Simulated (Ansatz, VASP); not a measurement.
Ti: VASP beside Ansatz

Contents of INCAR:

```
SYSTEM = Ti
ALGO     = Normal         ! electronic algorithm
EDIFF    = 1E-6           ! SCF threshold, eV
ENCUT    = 500            ! plane-wave cutoff, eV
GGA      = LIBXC          ! functional
GGA_COMPAT= .FALSE.      
ISIF     = 2              ! what is computed and relaxed
ISMEAR   = 1              ! smearing method
LASPH    = .TRUE.         ! aspherical terms in the spheres
LCHARG   = .FALSE.        ! write CHGCAR
LIBXC1   = GGA_X_B88    
LIBXC2   = GGA_C_PBE    
LMAXMIX  = 4              ! l up to which the mixer works
LNONCOLLINEAR= .TRUE.         ! non-collinear magnetism
LORBIT   = 11             ! projections on sites
LREAL    = .FALSE.        ! projectors in reciprocal space
LWAVE    = .FALSE.        ! write WAVECAR
MAGMOM   = 1 0 0 1 0 0    ! initial moments
NBANDS   = 36             ! bands
NELM     = 200            ! most SCF steps
PREC     = Accurate       ! precision mode
SIGMA    = 0.05           ! smearing width, eV
```

File KPOINTS:

```
k-points
0
G
  8 8 4
  0 0 0
```

POSCAR

```
Ti
1.0
    2.8897790207      0.0000000000      0.0000000000
   -1.4448895104      2.5026220433      0.0000000000
    0.0000000000      0.0000000000      4.5844629888
Ti
2
Direct
    0.6666666667      0.3333333333      0.7500000000
    0.3333333333      0.6666666667      0.2500000000
```

File input.yaml:

```yaml
crystal:
  lattice:
    - [2.8897790207, 0.0, 0.0]
    - [-1.4448895104, 2.5026220433, 0.0]
    - [0.0, 0.0, 4.5844629888]
  atoms:
    - { symbol: Ti, position: [0.6666666667, 0.3333333333, 0.75], spin: 1.0, spin_axis: [1.0, 0.0, 0.0] }
    - { symbol: Ti, position: [0.3333333333, 0.6666666667, 0.25], spin: 1.0, spin_axis: [1.0, 0.0, 0.0] }
kpoints:
  mp_grid: { grid: [8, 8, 4] }
scf:
  occupations: { method: cold, width: 0.05 }
hamiltonian:
  xc: { exchange: b88, correlation: pbe }
  pseudopotentials: { kind: all_electron, lapw: { basis_error: 0.001 } }
magnetization:
  noncollinear: true
output:
  forces: true
  stress: true
  eigenvalues: true
```

Change from the starting cell: volume scaled by 0.94.

Alike in both runs: task single point; functional b88 exchange, pbe correlation; k mesh 8 × 8 × 4; non-collinear spin.

```csv
,VASP,Ansatz
version,VASP 6.6.1,Ansatz 0.2.0
potentials or method,"VASP PAW PBE potentials, release 64 (Ti_sv), cutoff 500 eV","all-electron LAPW, scalar-relativistic"
occupations,"methfessel-paxton of order 1, width 0.05 eV","cold, width 0.05 eV"
```

```tsv
	VASP	Ansatz	Ansatz less VASP
gap on the k mesh at the Fermi level (eV)	none	none	-
pressure (GPa)	4.9	5.2	+0.35
traceless stress, the component that is largest in VASP (GPa)	-0.80	-0.79	+0.005
net moment per atom (μB)	0.00	0.00	0.000
```

VASP's potentials were made for PBE, not for b88 exchange, pbe correlation. A gap of «none» marks a metal or a gap that the smearing closes. Ansatz ran all-electron here, and VASP with PAW potentials.

Noted on Ansatz's run: the program listed the state as in doubt; the k mesh is thin for a metal, which can move the energy by tens of meV per atom.
